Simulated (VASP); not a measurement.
# NaSrI3 (P4/mmm) in VASP: single point with HSE06

Aim: the single point of NaSrI3 with HSE06.

Program: VASP 6.6.1. These are calculated values, not measurements. Logs are shortened: lines on timing, memory, paths and dates and some standing lists are left out, and cuts for length are marked.

## Step 1: The cell of the first run

It takes space group P4/mmm (No. 123, tetragonal). Conventional cell: a = 6.558 Å, b = 6.558 Å, c = 6.361 Å, α = 90.00°, β = 90.00°, γ = 90.00°. Sr (site symmetry 4/mmm) has 6 I at 3.18 to 3.28 Å within 4.2 Å. I (site symmetry 4/mmm) has 2 Sr at 3.18 Å within 4.2 Å. Within 4.3 Å of I (site symmetry mmm) lie 2 Sr at 3.28 Å.

## Step 2: Single point, HSE06 (epitaxial xy strain +2.5%)

The input, POSCAR:

```
NaSrI3
1.0
    6.5576309766      0.0000000000      0.0000000000
    0.0000000000      6.5576309766      0.0000000000
    0.0000000000      0.0000000000      6.3606739236
Na Sr I
1 1 3
Direct
    0.0000000000      0.0000000000      0.0000000000
    0.5000000000      0.5000000000      0.5000000000
    0.5000000000      0.5000000000      0.0000000000
    0.5000000000      0.0000000000      0.5000000000
    0.0000000000      0.5000000000      0.5000000000
```

The input, INCAR.step1:

```
PREC = Accurate
ENCUT = 520
EDIFF = 1E-5
ISMEAR = 0
SIGMA = 0.01
LREAL = False
LASPH = True
NELM = 60
ALGO = Normal
ISIF = 2
LWAVE = True
LCHARG = False
NBANDS = 27
GGA = PE
```

The input, INCAR.step2:

```
PREC = Accurate
ENCUT = 520
EDIFF = 1E-6
ISMEAR = 0
SIGMA = 0.01
LREAL = False
LASPH = True
NELM = 60
ALGO = Normal
ISIF = 2
LWAVE = False
LCHARG = False
GGA = PE
LHFCALC = True
HFSCREEN = 0.2079
PRECFOCK = Fast
NBANDS = 27
ISTART = 1
```

The input, KPOINTS:

```
Automatic mesh
0
Gamma
  2 2 2
```

Potentials or basis: VASP PAW PBE potentials, release 64 (Na_pv, Sr_sv, I).

Run with:

```console
cat potpaw_PBE.64/Na_pv/POTCAR potpaw_PBE.64/Sr_sv/POTCAR potpaw_PBE.64/I/POTCAR > POTCAR
cp INCAR.step1 INCAR
mpirun -np 1 vasp_std > vasp.out
cp INCAR.step2 INCAR
mpirun -np 1 vasp_std > vasp.out
```

OUTCAR:

```text
PREC = Accurate
   ENCUT = 520
   EDIFF = 1E-6
   ISMEAR = 0
   LREAL = False
   LASPH = True
   NELM = 60
   ISIF = 2
   GGA = PE
   LHFCALC = True
   HFSCREEN = 0.2079
   PRECFOCK = Fast
   ISTART = 1

 ion  position               nearest neighbor table
   1  0.000  0.000  0.000-
   2  0.500  0.500  0.500-   3 3.18   3 3.18   5 3.28   4 3.28   4 3.28   5 3.28
   3  0.500  0.500  0.000-   2 3.18   2 3.18
   4  0.500  0.000  0.500-   2 3.28   2 3.28
   5  0.000  0.500  0.500-   2 3.28   2 3.28

  LATTYP: Found a simple tetragonal cell.
 ALAT       =     6.5576309766
 C/A-ratio  =     0.9699652125

  Lattice vectors:

 A1 = (   6.5576309766,   0.0000000000,   0.0000000000)
 A2 = (   0.0000000000,   6.5576309766,   0.0000000000)
 A3 = (   0.0000000000,   0.0000000000,   6.3606739236)

Analysis of symmetry for initial positions (statically):
=====================================================================
 Subroutine PRICEL returns:
 Original cell was already a primitive cell.

 Routine SETGRP: Setting up the symmetry group for a
 simple tetragonal supercell.

 Subroutine GETGRP returns: Found 16 space group operations
 (whereof 16 operations were pure point group operations)
 out of a pool of 16 trial point group operations.

The static configuration has the point symmetry D_4h.

Analysis of symmetry for dynamics (positions and initial velocities):
=====================================================================
 Subroutine PRICEL returns:
 Original cell was already a primitive cell.

 Routine SETGRP: Setting up the symmetry group for a
 simple tetragonal supercell.

 Subroutine GETGRP returns: Found 16 space group operations
 (whereof 16 operations were pure point group operations)
 out of a pool of 16 trial point group operations.

The dynamic configuration has the point symmetry D_4h.

 Subroutine INISYM returns: Found 16 space group operations
 (whereof 16 operations are pure point group operations),
 and found     1 'primitive' translations

----------------------------------------------------------------------------------------

                                     Primitive cell

  volume of cell :     273.5250

  direct lattice vectors                    reciprocal lattice vectors
     6.557630977  0.000000000  0.000000000     0.152494095  0.000000000  0.000000000
     0.000000000  6.557630977  0.000000000     0.000000000  0.152494095  0.000000000
     0.000000000  0.000000000  6.360673924     0.000000000  0.000000000  0.157216045

  length of vectors
     6.557630977  6.557630977  6.360673924     0.152494095  0.152494095  0.157216045

  position of ions in fractional coordinates (direct lattice)
     0.000000000  0.000000000  0.000000000
     0.500000000  0.500000000  0.500000000
     0.500000000  0.500000000  0.000000000
     0.500000000  0.000000000  0.500000000
     0.000000000  0.500000000  0.500000000

  ion indices of the primitive-cell ions
   primitive index   ion index
                 1           1
                 2           2
                 3           3
                 4           4
                 5           5

----------------------------------------------------------------------------------------

 KPOINTS: Automatic mesh

Automatic generation of k-mesh.
 Grid dimensions read from file:
 generate k-points for:    2    2    2

 Generating k-lattice:

  Cartesian coordinates                     Fractional coordinates (reciprocal lattice)
     0.076247047  0.000000000  0.000000000     0.500000000  0.000000000  0.000000000
     0.000000000  0.076247047  0.000000000     0.000000000  0.500000000  0.000000000
     0.000000000  0.000000000  0.078608023     0.000000000  0.000000000  0.500000000

  Length of vectors
     0.076247047  0.076247047  0.078608023

  Shift w.r.t. Gamma in fractional coordinates (k-lattice)
     0.000000000  0.000000000  0.000000000

 Subroutine IBZKPT returns following result:
 ===========================================

 Found      6 irreducible k-points:

 Following reciprocal coordinates:
            Coordinates               Weight
  0.000000  0.000000  0.000000      1.000000
  0.500000  0.000000  0.000000      2.000000
  0.500000  0.500000  0.000000      1.000000
  0.000000  0.000000  0.500000      1.000000
  0.500000  0.000000  0.500000      2.000000
  0.500000  0.500000  0.500000      1.000000
   k-points           NKPTS =      6   k-points in BZ     NKDIM =      8   number of bands    NBANDS=     27
   number of dos      NEDOS =    301   number of ions     NIONS =      5
   total plane-waves  NPLWV = 120000
   dimension x,y,z NGX =    50 NGY =   50 NGZ =   48
   dimension x,y,z NGXF=   100 NGYF=  100 NGZF=   96
   ions per type =               1   1   3
   NGX,Y,Z   is equivalent  to a cutoff of  12.68, 12.68, 12.55 a.u.
   NGXF,Y,Z  is equivalent  to a cutoff of  25.35, 25.35, 25.09 a.u.
 SYSTEM =  unknown system
   PREC   = accura    normal or accurate (medium, high low for compatibility)
   ISTART =      1    job   : 0-new  1-cont  2-samecut
   ICHARG =      0    charge: 1-file 2-atom 10-const
   ISPIN  =      1    spin polarized calculation?
   LNONCOLLINEAR =      F non collinear calculations
   LSORBIT =      F    spin-orbit coupling
   LASPH  =      T    aspherical Exc in radial PAW
   ENCUT  =  520.0 eV  38.22 Ry    6.18 a.u.  12.19 12.19 11.83*2*pi/ulx,y,z
   NELM   =     60;   NELMIN=  2; NELMDL=  0     # of ELM steps
   EDIFF  = 0.1E-05   stopping-criterion for ELM
   LREAL  =      F    real-space projection
   EDIFFG = 0.1E-04   stopping-criterion for IOM
   NSW    =      0    number of steps for IOM
   IBRION =     -1    ionic relax: 0-MD 1-quasi-New 2-CG
   NFREE  =      0    steps in history (QN), initial steepest desc. (CG)
   ISIF   =      2    stress and relaxation
   ISYM   =      3    0-nonsym 1-usesym 2-fastsym
   POTIM  = 0.5000    time-step for ionic-motion
   TEBEG  =    0.0;   TEEND  =   0.0 temperature during run
   PSTRESS=    0.0 pullay stress
   NELECT =      38.0000    total number of electrons
   NUPDOWN=      -1.0000    fix difference up-down
   EMIN   =  10.00;   EMAX   =-10.00  energy-range for DOS
   EFERMI =   0.00;   METHOD = LEGACY
   ISMEAR =     0;   SIGMA  =   0.01  broadening in eV -4-tet -1-fermi 0-gaus
   EFERMI_NEDOS =   21; number of points for ismear=-14 and -15
   IALGO  =     38    algorithm
   IMIX   =      1    mixing-type and parameters
     AMIX     =   0.40;   BMIX     =  1.00
     AMIX_MAG =   1.60;   BMIX_MAG =  1.00
  volume/ion in A,a.u.               =      54.71       369.17
  Fermi-wavevector in a.u.,A,eV,Ry     =   0.847885  1.602271  9.781353  0.718909
  Thomas-Fermi vector in A             =   1.963462
   LORBIT       =      0    0 simple, 1 ext, 2 COOP (PROOUT), +10 PAW based schemes
   GGA     = PE    functional components
   LHFCALC =     T    Hartree Fock is set to
   PRECFOCK=fast      Normal, Fast or Accurate (Low or Medium for compatibility)
   ENCUT4O =  -1.0   cutoff for four orbital integrals eV
   NKREDX  =     1    reduce k-point grid by
   NKREDY  =     1    reduce k-point grid by
   NKREDZ  =     1    reduce k-point grid by
   AEXX    =    0.2500 exact exchange contribution
   HFSCREEN=    0.2079 screening length (either q_TF or 0.3 A-1)
   HFSCREENC=   0.2079 screening length for correlation (either q_TF or 0.3 A-1)
   ENCUTFOCK=  -1.0 apply spherical cutoff to Coloumb kernel
   IVDW    =     0    specifies the selected vdW correction
   LEPSILON=     F    determine dielectric tensor
   LRPA    =     F    only Hartree local field effects (RPA)
 non-spin polarized calculation
 Gauss-broadening in eV      SIGMA  =   0.01
  energy-cutoff  :      520.00
  volume of cell :      273.53
 maximum number of plane-waves:      7388
 NGX is ok and might be reduce to    50
  NGX = 28; NGY = 28; NGZ = 28

 number of electron      38.0000002 magnetization

 Free energy of the ion-electron system (eV)
  ---------------------------------------------------
  ext. energy  EPLUGINS =         0.00000000
  ---------------------------------------------------
  free energy    TOTEN  =       -16.40155393 eV

  energy without entropy =      -16.40155393  energy(sigma->0) =      -16.40155393

 E-fermi :  -1.0219     XC(G=0):  -5.3989

 val. band max:       -1.1138444282   @ k =   0.5000   0.5000   0.5000
 cond. band min:       2.2087664519   @ k =   0.0000   0.0000   0.0000
 fundamental gap:      3.3226108802
 Fermi energy:        -1.0218714320

 k-point     1 :       0.0000    0.0000    0.0000
  band No.  band energies     occupation
      1     -37.6302      2.00000
      2     -28.5215      2.00000
      3     -28.5215      2.00000
      4     -28.5210      2.00000
      5     -18.4063      2.00000
      6     -18.3855      2.00000
[... 19 lines left out ...]
     26       5.6119      0.00000
     27       5.7426      0.00000

 k-point     2 :       0.5000    0.0000    0.0000
  band No.  band energies     occupation
      1     -37.6303      2.00000
      2     -28.5215      2.00000
      3     -28.5215      2.00000
      4     -28.5210      2.00000
      5     -18.4058      2.00000
      6     -18.4046      2.00000
[... 19 lines left out ...]
     26       5.7198      0.00000
     27       6.2856      0.00000

 k-point     3 :       0.5000    0.5000    0.0000
  band No.  band energies     occupation
      1     -37.6303      2.00000
      2     -28.5215      2.00000
      3     -28.5215      2.00000
      4     -28.5210      2.00000
      5     -18.4053      2.00000
      6     -18.4041      2.00000
[... 19 lines left out ...]
     26       5.5105      0.00000
     27       6.1839      0.00000

 k-point     4 :       0.0000    0.0000    0.5000
  band No.  band energies     occupation
      1     -37.6303      2.00000
      2     -28.5215      2.00000
      3     -28.5215      2.00000
      4     -28.5210      2.00000
      5     -18.4376      2.00000
      6     -18.3846      2.00000
[... 19 lines left out ...]
     26       5.6524      0.00000
     27       6.2420      0.00000

 k-point     5 :       0.5000    0.0000    0.5000
  band No.  band energies     occupation
      1     -37.6304      2.00000
      2     -28.5215      2.00000
      3     -28.5215      2.00000
      4     -28.5210      2.00000
      5     -18.4371      2.00000
      6     -18.4038      2.00000
[... 19 lines left out ...]
     26       5.5193      0.00000
     27       6.2816      0.00000

 k-point     6 :       0.5000    0.5000    0.5000
  band No.  band energies     occupation
      1     -37.6304      2.00000
      2     -28.5215      2.00000
      3     -28.5215      2.00000
      4     -28.5210      2.00000
      5     -18.4366      2.00000
      6     -18.4033      2.00000
[... 19 lines left out ...]
     26       6.1611      0.00000
     27       6.4276      0.00000

------------------------ aborting loop because EDIFF is reached ----------------------------------------

  FORCE on cell =-STRESS in cart. coord.  units (eV):
  Direction    XX          YY          ZZ          XY          YZ          ZX
  --------------------------------------------------------------------------------------
  -------------------------------------------------------------------------------------
  Total       -1.0771447     -1.0771447      0.3232098      0.0000000      0.0000000      0.0000000
  in kB       -6.3093925     -6.3093925      1.8932066      0.0000000      0.0000000      0.0000000
  external PRESSURE =      -3.5751928 kB  Pullay stress =       0.0000000 kB

 VOLUME and BASIS-vectors are now :
 -----------------------------------------------------------------------------
  energy-cutoff  :      520.00
  volume of cell :      273.53
      direct lattice vectors                 reciprocal lattice vectors
     6.557630977  0.000000000  0.000000000     0.152494095  0.000000000  0.000000000
     0.000000000  6.557630977  0.000000000     0.000000000  0.152494095  0.000000000
     0.000000000  0.000000000  6.360673924     0.000000000  0.000000000  0.157216045

 POSITION                                       TOTAL-FORCE (eV/Angst)
 -----------------------------------------------------------------------------------
      0.00000      0.00000      0.00000         0.000000      0.000000      0.000000
      3.27882      3.27882      3.18034         0.000000      0.000000      0.000000
      3.27882      3.27882      0.00000         0.000000      0.000000      0.000000
      3.27882      0.00000      3.18034         0.000000      0.000000      0.000000
      0.00000      3.27882      3.18034         0.000000      0.000000      0.000000
 -----------------------------------------------------------------------------------
    total drift:                               -0.000000      0.000001     -0.000000

  FREE ENERGIE OF THE ION-ELECTRON SYSTEM (eV)
  ---------------------------------------------------
  free  energy   TOTEN  =       -16.4015539323 eV

  energy  without entropy=      -16.4015539323  energy(sigma->0) =      -16.40155393
```

It took 8.4 min on 1 thread of Intel Xeon Platinum 8259CL at 2.50GHz (Skylake/Cascade Lake), shared host; peak memory 0.48 GiB.

Results:

* Free energy: -16.4016 eV
* Pressure: -0.4 GPa
* Band gap on the k mesh: 3.32 eV (least direct gap 3.62 eV)

Stress tensor (GPa, compression positive):
```
-0.63  0.00  0.00
 0.00 -0.63  0.00
 0.00  0.00  0.19
```

Levels at points of the mesh, in eV from the valence-band top:
| k point | band 15 | band 16 | band 17 | band 18 | band 19 | band 20 | band 21 | band 22 | band 23 | band 24 |
| --- | --- | --- | --- | --- | --- | --- | --- | --- | --- | --- |
| (0.00, 0.00, 0.00) | -0.53 | -0.50 | -0.30 | -0.30 | -0.30 | 3.32 | 5.22 | 5.22 | 5.24 | 5.65 |
| (0.50, 0.00, 0.00) | -0.81 | -0.78 | -0.61 | -0.37 | -0.37 | 4.32 | 5.32 | 5.34 | 6.23 | 6.23 |
| (0.50, 0.50, 0.00) | -0.84 | -0.84 | -0.77 | -0.77 | -0.05 | 4.45 | 6.26 | 6.26 | 6.38 | 6.43 |
| (0.00, 0.00, 0.50) | -0.88 | -0.88 | -0.61 | -0.39 | -0.39 | 4.41 | 5.26 | 5.37 | 6.16 | 6.35 |
| (0.50, 0.00, 0.50) | -0.87 | -0.80 | -0.79 | -0.79 | -0.01 | 4.41 | 6.27 | 6.29 | 6.36 | 6.41 |
| (0.50, 0.50, 0.50) | -1.37 | -1.28 | -0.04 | 0.00 | 0.00 | 3.78 | 6.66 | 6.66 | 6.69 | 7.24 |

Caveat: the k points lie up to 0.49 Å⁻¹ apart; the cell differs from its parent crystal (epitaxial xy strain +2.5%); the PAW data sets were made with another functional, which shifts forces and pressure a little; spin-orbit coupling is left out, which moves the levels of the heavy elements. A k mesh can miss the band edges.
